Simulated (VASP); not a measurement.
# BeB15N15 (a cell with a defect) in VASP: further runs

BeB15N15 (a cell with a defect) is run at these levels: PBE; tasks: single point.

Program: VASP 6.6.1. These are calculated values, not measurements. Logs are shortened: lines on timing, memory, paths and dates and some standing lists are left out, and cuts for length are marked.

## (1) The cell of the first run

The cell holds a defect, 31 atoms: a = 6.277 Å, b = 6.277 Å, c = 6.277 Å, α = 109.47°, β = 109.47°, γ = 109.47°.

## (2) Single point, PBE

File INCAR:

```
PREC = Accurate
ENCUT = 520
EDIFF = 1E-6
ISMEAR = -1
SIGMA = 0.01
LREAL = Auto
LASPH = True
NELM = 100
ALGO = Normal
ISIF = 2
LWAVE = False
LCHARG = False
GGA = PE
NBANDS = 82
```

File KPOINTS:

```
Automatic mesh
0
Gamma
  2 2 2
  0.5 0.5 0.5
```

File POSCAR:

```
BeB15N15
1.0
   -3.6241103844      3.6241103844     -3.6241103844
    3.6241103844      3.6241103844      3.6241103844
    3.6241103844     -3.6241103844     -3.6241103844
B Be N
15 1 15
Direct
   -0.0019083987     -0.0030621174     -0.0124004695
    0.0032538634      0.2486770424      0.7498202438
    0.0032475835      0.4996852143      0.4988008685
   -0.0018947747      0.7374158856      0.2470735525
    0.2498451508      0.0020942500      0.7498345882
    0.2498368072      0.4996837681      0.2522153472
    0.2485060714      0.7489845438     -0.0008922010
    0.5008681592      0.0020907627      0.4988081226
    0.5008564627      0.2486742440      0.2522163318
    0.4975378127      0.4963822092     -0.0015062124
    0.4975378334      0.7483527213      0.7465028832
    0.7386387501     -0.0030547748      0.2470578619
    0.7501461228      0.2473358422     -0.0008880837
    0.7495224927      0.4963761236      0.7465009450
    0.7501437877      0.7489831752      0.4974714554
    0.2465866384      0.2454253916      0.4955515040
   -0.0012326158      0.2472867307      0.0020341022
    0.0026608619      0.5000828201      0.7502063908
   -0.0012267651      0.7519152928      0.4974189768
    0.2484473608     -0.0023928416      0.0020466607
    0.2482775362      0.2471113044      0.7593370728
    0.2482731948      0.5091987541      0.4972393777
    0.2484518788      0.7519136201      0.2477349224
    0.5012433779      0.0014972025      0.7502083756
    0.5103667530      0.2471059843      0.4972378646
    0.5012423787      0.5000825676      0.2516289654
    0.5020293532      0.7495756287     -0.0002993429
    0.7530822832     -0.0023916728      0.4974144111
    0.7530665066      0.2472907963      0.2477325697
    0.7507382618      0.5008684911     -0.0002955903
    0.7507325222      0.7495690765      0.7509922004
```

Potentials or basis: VASP PAW PBE potentials, release 64 (B, Be, N).

On the command line:

```bash
cat potpaw_PBE.64/B/POTCAR potpaw_PBE.64/Be/POTCAR potpaw_PBE.64/N/POTCAR > POTCAR
mpirun -np 1 vasp_std > vasp.out
```

OUTCAR:

```text
PREC = Accurate
   ENCUT = 520
   EDIFF = 1E-6
   ISMEAR = -1
   LREAL = Auto
   LASPH = True
   NELM = 100
   ISIF = 2
   GGA = PE

 ion  position               nearest neighbor table
   1  0.998  0.997  0.988-  31 1.53  17 1.54  20 1.54
   2  0.003  0.249  0.750-  21 1.52  28 1.58  18 1.58  17 1.60
   3  0.003  0.500  0.499-  22 1.52  29 1.58  18 1.58  19 1.60
   4  0.998  0.737  0.247-  30 1.53  19 1.54  23 1.54
   5  0.250  0.002  0.750-  21 1.52  19 1.58  24 1.58  20 1.60
   6  0.250  0.500  0.252-  22 1.52  17 1.58  26 1.58  23 1.60
   7  0.249  0.749  0.999-  20 1.55  23 1.55  18 1.56  27 1.59
   8  0.501  0.002  0.499-  25 1.52  23 1.58  24 1.58  28 1.60
   9  0.501  0.249  0.252-  25 1.52  20 1.58  26 1.58  29 1.60
  10  0.498  0.496  0.998-  21 1.54  26 1.57  27 1.58  30 1.58
  11  0.498  0.748  0.747-  22 1.54  24 1.57  31 1.58  27 1.58
  12  0.739  0.997  0.247-  27 1.53  29 1.54  28 1.54
  13  0.750  0.247  0.999-  29 1.55  17 1.55  24 1.56  30 1.59
  14  0.750  0.496  0.747-  25 1.54  18 1.57  31 1.58  30 1.58
  15  0.750  0.749  0.497-  28 1.55  19 1.55  26 1.56  31 1.59
  16  0.247  0.245  0.496-  22 1.65  25 1.65  21 1.65
  17  0.999  0.247  0.002-   1 1.54  13 1.55   6 1.58   2 1.60
  18  0.003  0.500  0.750-   7 1.56  14 1.57   3 1.58   2 1.58
  19  0.999  0.752  0.497-   4 1.54  15 1.55   5 1.58   3 1.60
  20  0.248  0.998  0.002-   1 1.54   7 1.55   9 1.58   5 1.60
  21  0.248  0.247  0.759-   5 1.52   2 1.52  10 1.54  16 1.65
  22  0.248  0.509  0.497-   6 1.52   3 1.52  11 1.54  16 1.65
  23  0.248  0.752  0.248-   4 1.54   7 1.55   8 1.58   6 1.60
  24  0.501  0.001  0.750-  13 1.56  11 1.57   5 1.58   8 1.58
  25  0.510  0.247  0.497-   8 1.52   9 1.52  14 1.54  16 1.65
  26  0.501  0.500  0.252-  15 1.56  10 1.57   6 1.58   9 1.58
  27  0.502  0.750  1.000-  12 1.53  11 1.58  10 1.58   7 1.59
  28  0.753  0.998  0.497-  12 1.54  15 1.55   2 1.58   8 1.60
  29  0.753  0.247  0.248-  12 1.54  13 1.55   3 1.58   9 1.60
  30  0.751  0.501  1.000-   4 1.53  14 1.58  10 1.58  13 1.59
  31  0.751  0.750  0.751-   1 1.53  14 1.58  11 1.58  15 1.59

  LATTYP: Found a body centered cubic cell.
 ALAT       =     7.2482207688

  Lattice vectors:

 A1 = (  -3.6241103844,   3.6241103844,  -3.6241103844)
 A2 = (   3.6241103844,   3.6241103844,   3.6241103844)
 A3 = (   3.6241103844,  -3.6241103844,  -3.6241103844)

Analysis of symmetry for initial positions (statically):
=====================================================================
 Subroutine PRICEL returns:
 Original cell was already a primitive cell.

 Routine SETGRP: Setting up the symmetry group for a
 body centered cubic supercell.

 Subroutine GETGRP returns: Found  2 space group operations
 (whereof  1 operations were pure point group operations)
 out of a pool of 48 trial point group operations.

The static configuration has the point symmetry C_1 .
 The point group associated with its full space group is C_1h.

Analysis of symmetry for dynamics (positions and initial velocities):
=====================================================================
 Subroutine PRICEL returns:
 Original cell was already a primitive cell.

 Routine SETGRP: Setting up the symmetry group for a
 body centered cubic supercell.

 Subroutine GETGRP returns: Found  2 space group operations
 (whereof  1 operations were pure point group operations)
 out of a pool of 48 trial point group operations.

The dynamic configuration has the point symmetry C_1 .
 The point group associated with its full space group is C_1h.

 Subroutine INISYM returns: Found  2 space group operations
 (whereof  1 operations are pure point group operations),
 and found     1 'primitive' translations

----------------------------------------------------------------------------------------

                                     Primitive cell

  volume of cell :     190.3988

  direct lattice vectors                    reciprocal lattice vectors
    -3.624110384  3.624110384 -3.624110384     0.000000000  0.137964893 -0.137964893
     3.624110384  3.624110384  3.624110384     0.137964893  0.137964893  0.000000000
     3.624110384 -3.624110384 -3.624110384     0.137964893  0.000000000 -0.137964893

  length of vectors
     6.277143318  6.277143318  6.277143318     0.195111822  0.195111822  0.195111822

  position of ions in fractional coordinates (direct lattice)
     0.998091601  0.996937883  0.987599530
     0.003253863  0.248677042  0.749820244
     0.003247583  0.499685214  0.498800868
     0.998105225  0.737415886  0.247073552
     0.249845151  0.002094250  0.749834588
     0.249836807  0.499683768  0.252215347
[... 23 lines left out ...]
     0.750738262  0.500868491  0.999704410
     0.750732522  0.749569077  0.750992200

  ion indices of the primitive-cell ions
   primitive index   ion index
                 1           1
                 2           2
                 3           3
                 4           4
                 5           5
                 6           6
[... 23 lines left out ...]
                30          30
                31          31

----------------------------------------------------------------------------------------

 KPOINTS: Automatic mesh

Automatic generation of k-mesh.
 Grid dimensions read from file:
 generate k-points for:    2    2    2

 Generating k-lattice:

  Cartesian coordinates                     Fractional coordinates (reciprocal lattice)
     0.000000000  0.068982446 -0.068982446     0.500000000  0.000000000  0.000000000
     0.068982446  0.068982446  0.000000000     0.000000000  0.500000000  0.000000000
     0.068982446  0.000000000 -0.068982446     0.000000000  0.000000000  0.500000000

  Length of vectors
     0.097555911  0.097555911  0.097555911

  Shift w.r.t. Gamma in fractional coordinates (k-lattice)
     0.500000000  0.500000000  0.500000000

 Subroutine IBZKPT returns following result:
 ===========================================

 Found      3 irreducible k-points:

 Following reciprocal coordinates:
            Coordinates               Weight
  0.250000  0.250000  0.250000      2.000000
 -0.250000  0.250000  0.250000      4.000000
  0.250000 -0.250000  0.250000      2.000000
   k-points           NKPTS =      3   k-points in BZ     NKDIM =      3   number of bands    NBANDS=     82
   number of dos      NEDOS =    301   number of ions     NIONS =     31
   total plane-waves  NPLWV = 110592
   dimension x,y,z NGX =    48 NGY =   48 NGZ =   48
   dimension x,y,z NGXF=    96 NGYF=   96 NGZF=   96
   ions per type =              15   1  15
   NGX,Y,Z   is equivalent  to a cutoff of  12.71, 12.71, 12.71 a.u.
   NGXF,Y,Z  is equivalent  to a cutoff of  25.42, 25.42, 25.42 a.u.
 SYSTEM =  unknown system
   PREC   = accura    normal or accurate (medium, high low for compatibility)
   ISTART =      0    job   : 0-new  1-cont  2-samecut
   ICHARG =      2    charge: 1-file 2-atom 10-const
   ISPIN  =      1    spin polarized calculation?
   LNONCOLLINEAR =      F non collinear calculations
   LSORBIT =      F    spin-orbit coupling
   LASPH  =      T    aspherical Exc in radial PAW
   ENCUT  =  520.0 eV  38.22 Ry    6.18 a.u.  11.67 11.67 11.67*2*pi/ulx,y,z
   NELM   =    100;   NELMIN=  2; NELMDL= -5     # of ELM steps
   EDIFF  = 0.1E-05   stopping-criterion for ELM
   LREAL  =      T    real-space projection
   EDIFFG = 0.1E-04   stopping-criterion for IOM
   NSW    =      0    number of steps for IOM
   IBRION =     -1    ionic relax: 0-MD 1-quasi-New 2-CG
   NFREE  =      0    steps in history (QN), initial steepest desc. (CG)
   ISIF   =      2    stress and relaxation
   ISYM   =      2    0-nonsym 1-usesym 2-fastsym
   POTIM  = 0.5000    time-step for ionic-motion
   TEBEG  =    0.0;   TEEND  =   0.0 temperature during run
   PSTRESS=    0.0 pullay stress
   NELECT =     122.0000    total number of electrons
   NUPDOWN=      -1.0000    fix difference up-down
   EMIN   =  10.00;   EMAX   =-10.00  energy-range for DOS
   EFERMI =   0.00;   METHOD = LEGACY
   ISMEAR =    -1;   SIGMA  =   0.01  broadening in eV -4-tet -1-fermi 0-gaus
   EFERMI_NEDOS =   21; number of points for ismear=-14 and -15
   IALGO  =     38    algorithm
   IMIX   =      4    mixing-type and parameters
     AMIX     =   0.40;   BMIX     =  1.00
     AMIX_MAG =   1.60;   BMIX_MAG =  1.00
  volume/ion in A,a.u.               =       6.14        41.45
  Fermi-wavevector in a.u.,A,eV,Ry     =   1.411367  2.667097 27.102226  1.991957
  Thomas-Fermi vector in A             =   2.533226
   LORBIT       =      0    0 simple, 1 ext, 2 COOP (PROOUT), +10 PAW based schemes
   GGA     = PE    functional components
   LHFCALC =     F    Hartree Fock is set to
   AEXX    =    0.0000 exact exchange contribution
   IVDW    =     0    specifies the selected vdW correction
   LEPSILON=     F    determine dielectric tensor
   LRPA    =     F    only Hartree local field effects (RPA)
 non-spin polarized calculation
  energy-cutoff  :      520.00
  volume of cell :      190.40
 maximum number of plane-waves:      5137
 NGX is ok and might be reduce to    48
   NGX = 23   NGY = 23   NGZ = 23

 number of electron     122.0000016 magnetization

 Free energy of the ion-electron system (eV)
  ---------------------------------------------------
  ext. energy  EPLUGINS =         0.00000000
  ---------------------------------------------------
  free energy    TOTEN  =      -262.92003366 eV

  energy without entropy =     -262.92003366  energy(sigma->0) =     -262.92003366

 E-fermi :   7.3164     XC(G=0): -12.5699

 val. band max:        7.0816404629   @ k =  -0.2500   0.2500   0.2500
 cond. band min:      11.1294381311   @ k =   0.2500  -0.2500   0.2500
 fundamental gap:      4.0477976682
 Fermi energy:         7.3163733947

 k-point     1 :       0.2500    0.2500    0.2500
  band No.  band energies     occupation
      1     -11.7729      2.00000
      2     -11.7724      2.00000
      3     -11.6436      2.00000
      4     -11.0210      2.00000
      5      -8.7459      2.00000
      6      -8.7452      2.00000
[... 65 lines left out ...]
     72      15.0042      0.00000
     73      15.2248      0.00000

 k-point     2 :      -0.2500    0.2500    0.2500
  band No.  band energies     occupation
      1     -12.5424      2.00000
      2     -10.9262      2.00000
      3     -10.7637      2.00000
      4     -10.6842      2.00000
      5     -10.2854      2.00000
      6      -9.3889      2.00000
[... 65 lines left out ...]
     72      16.1949      0.00000
     73      16.4354      0.00000

 k-point     3 :       0.2500   -0.2500    0.2500
  band No.  band energies     occupation
      1     -12.5424      2.00000
      2     -10.9261      2.00000
      3     -10.7638      2.00000
      4     -10.6843      2.00000
      5     -10.2854      2.00000
      6      -9.3889      2.00000
[... 65 lines left out ...]
     72      16.1948      0.00000
     73      16.4353      0.00000
 [bands above 73 left out]

------------------------ aborting loop because EDIFF is reached ----------------------------------------

  FORCE on cell =-STRESS in cart. coord.  units (eV):
  Direction    XX          YY          ZZ          XY          YZ          ZX
  --------------------------------------------------------------------------------------
  -------------------------------------------------------------------------------------
  Total        1.4396605      1.4396605      1.4435620     -1.3618260      1.3705118      1.3705111
  in kB       12.1145264     12.1145264     12.1473565    -11.4595608     11.5326502     11.5326439
  external PRESSURE =      12.1254697 kB  Pullay stress =       0.0000000 kB

 VOLUME and BASIS-vectors are now :
 -----------------------------------------------------------------------------
  energy-cutoff  :      520.00
  volume of cell :      190.40
      direct lattice vectors                 reciprocal lattice vectors
    -3.624110384  3.624110384 -3.624110384     0.000000000  0.137964893 -0.137964893
     3.624110384  3.624110384  3.624110384     0.137964893  0.137964893  0.000000000
     3.624110384 -3.624110384 -3.624110384     0.137964893  0.000000000 -0.137964893

 POSITION                                       TOTAL-FORCE (eV/Angst)
 -----------------------------------------------------------------------------------
      3.57499      3.65104     -3.58335         0.013225     -0.038279     -0.014553
      3.60687     -1.80441     -1.82799         0.100496      0.008216      0.017049
      3.60685      0.01497     -0.00856         0.102119     -0.016263     -0.007837
     -0.04935      5.39430     -1.84019         0.015270      0.015270      0.040504
      1.81961     -1.80443     -3.61536        -0.017366      0.008131     -0.099772
      1.81953      1.80229     -0.00858        -0.016263      0.102119     -0.007837
[... 23 lines left out ...]
      2.71748      0.91292     -4.52859         0.001200      0.001200     -0.047791
      2.71746      2.71558     -2.72590         0.002080      0.047989     -0.001974
 -----------------------------------------------------------------------------------
    total drift:                               -0.027338      0.027708      0.001769

  FREE ENERGIE OF THE ION-ELECTRON SYSTEM (eV)
  ---------------------------------------------------
  free  energy   TOTEN  =      -262.9200336583 eV

  energy  without entropy=     -262.9200336583  energy(sigma->0) =     -262.92003366
```

Run time: 1.9 min. Hardware: 1 thread of Intel Xeon Platinum 8488C (Sapphire Rapids), shared host; peak memory 0.34 GiB.

What came out:

| Quantity | Value |
| --- | --- |
| Free energy | -262.9200 eV |
| Pressure | 1.2 GPa |
| Largest force | 0.165 eV/Å |
| Band gap on the k mesh | 4.05 eV |

Forces on the atoms (eV/Å):
```
B    0.013 -0.038 -0.015
B    0.100  0.008  0.017
B    0.102 -0.016 -0.008
B    0.015  0.015  0.041
B   -0.017  0.008 -0.100
B   -0.016  0.102 -0.008
B   -0.084  0.012 -0.012
B    0.008 -0.017 -0.100
B    0.008  0.100  0.017
B    0.047 -0.038 -0.049
B    0.048  0.048  0.039
B   -0.038  0.013 -0.015
B    0.012  0.012  0.086
B   -0.038  0.047 -0.049
B    0.012 -0.084 -0.012
Be  -0.025 -0.025  0.024
N   -0.029 -0.032 -0.021
N   -0.021  0.000  0.000
N   -0.030  0.019  0.030
N    0.020 -0.031  0.030
N   -0.095  0.095  0.095
N   -0.095 -0.095 -0.094
N    0.019 -0.030  0.030
N    0.000  0.000  0.019
N    0.095 -0.095  0.095
N    0.000 -0.021  0.000
N    0.048  0.002 -0.002
N   -0.031  0.020  0.030
N   -0.032 -0.029 -0.021
N    0.001  0.001 -0.048
N    0.002  0.048 -0.002
```

Levels at points of the mesh, in eV from the valence-band top:
| k point | band 58 | band 59 | band 60 | band 61 | band 62 | band 63 | band 64 | band 65 |
| --- | --- | --- | --- | --- | --- | --- | --- | --- |
| (0.25, 0.25, 0.25) | -1.34 | -0.89 | -0.89 | -0.52 | 4.33 | 4.33 | 6.11 | 7.31 |

Caveat: the k points lie up to 0.61 Å⁻¹ apart.

## (3) Single point, PBE

File INCAR:

```
ALGO     = Normal         # electronic algorithm
EDIFF    = 1E-6           # SCF threshold, eV
ENCUT    = 520            # plane-wave cutoff, eV
GGA      = PE             # functional
ISIF     = 2              # what is computed and relaxed
ISMEAR   = -1             # smearing method
LASPH    = T              # aspherical terms in the spheres
LCHARG   = F              # write CHGCAR
LREAL    = Auto         
LWAVE    = F              # write WAVECAR
NBANDS   = 82             # bands
NELECT   = 120.0        
NELM     = 100            # most SCF steps
PREC     = Accurate       # precision mode
SIGMA    = 0.01           # smearing width, eV
```

KPOINTS is that of step 2.

File POSCAR:

```
BeB15N15
1.0
   -3.6241103844      3.6241103844     -3.6241103844
    3.6241103844      3.6241103844      3.6241103844
    3.6241103844     -3.6241103844     -3.6241103844
B Be N
15 1 15
Direct
    0.0007230840     -0.0013911302     -0.0580701486
    0.0054685876      0.2520473403      0.7461810319
    0.0054768392      0.4962593213      0.5019861473
    0.0007224056      0.6919951890      0.2485362962
    0.2541647241      0.0033516900      0.7461851100
    0.2541676875      0.4962533843      0.2532893083
    0.2427476426      0.7465371178     -0.0035263869
    0.4983679018      0.0033541604      0.5019825226
    0.4983614007      0.2520466493      0.2532843568
    0.5009628994      0.4988495278      0.0048467296
    0.5009695966      0.7549238415      0.7487839166
    0.6941169625     -0.0013898149      0.2485381506
    0.7486586716      0.2406317664     -0.0035248347
    0.7570335216      0.4988503205      0.7487789610
    0.7486561021      0.7465381001      0.4905602795
    0.2978627859      0.2957478271      0.5456798832
    0.0000091842      0.2455592563      0.0014939186
    0.0048303528      0.5004592961      0.7503954395
    0.0000097160      0.7515537735      0.4954921287
    0.2476723910     -0.0021101888      0.0014902622
    0.2511311982      0.2490146091      0.7621634349
    0.2511466712      0.5122515763      0.4989600789
    0.2476742808      0.7515598578      0.2478267254
    0.5025830210      0.0027202158      0.7504000535
    0.5143503164      0.2490193823      0.4989511196
    0.5025794627      0.5004609275      0.2526439156
    0.5038665495      0.7518145473      0.0017481975
    0.7536754894     -0.0021089323      0.4954883936
    0.7536838468      0.2455575342      0.2478269665
    0.7539305000      0.5017630895      0.0017466238
    0.7539322862      0.7518155548      0.7516852645
```

Potentials or basis: VASP PAW PBE potentials, release 64 (B, Be, N).

On the command line:

```bash
cat potpaw_PBE.64/B/POTCAR potpaw_PBE.64/Be/POTCAR potpaw_PBE.64/N/POTCAR > POTCAR
mpirun -np 1 vasp_std > vasp.out
```

It took 1.7 min on 1 thread of Intel Xeon Platinum 8488C (Sapphire Rapids), shared host; peak memory 0.34 GiB.

The run converged. Its results:

```
Free energy   : -278.7710 eV
Largest force : 0.185 eV/Å
```

Forces on the atoms (eV/Å):
```
B    0.107 -0.105 -0.108
B   -0.029 -0.023  0.026
B   -0.029 -0.026  0.023
B    0.107  0.107  0.104
B   -0.026 -0.023  0.028
B   -0.026 -0.029  0.023
B    0.047  0.010 -0.010
B   -0.023 -0.026  0.028
B   -0.023 -0.029  0.026
B    0.002  0.075 -0.002
B    0.002  0.002 -0.076
B   -0.105  0.107 -0.108
B    0.009  0.009 -0.046
B    0.075  0.002 -0.002
B    0.010  0.047 -0.010
Be  -0.100 -0.100  0.101
N    0.081  0.073  0.040
N   -0.007 -0.007  0.007
N    0.080 -0.040 -0.073
N   -0.040  0.073 -0.080
N   -0.033  0.012  0.033
N   -0.034 -0.034 -0.012
N   -0.040  0.080 -0.073
N   -0.007 -0.007  0.008
N    0.012 -0.033  0.033
N   -0.007 -0.007  0.007
N   -0.092 -0.030  0.031
N    0.073 -0.040 -0.080
N    0.073  0.081  0.040
N   -0.031 -0.031  0.091
N   -0.030 -0.092  0.031
```

Levels at points of the mesh, in eV from the Fermi level:
```tsv
k point	band 56	band 57	band 58	band 59	band 60	band 61	band 62	band 63	band 64	band 65
(0.25, 0.25, 0.25)	-0.80	-0.80	-0.70	-0.24	-0.24	2.54	5.32	5.32	6.88	8.02
```

Caveat: the k points lie up to 0.61 Å⁻¹ apart; the cell carries a net charge on a neutralising background, which shifts energy and pressure; the cell is charged against a uniform background, so pressure and absolute levels hang on convention.
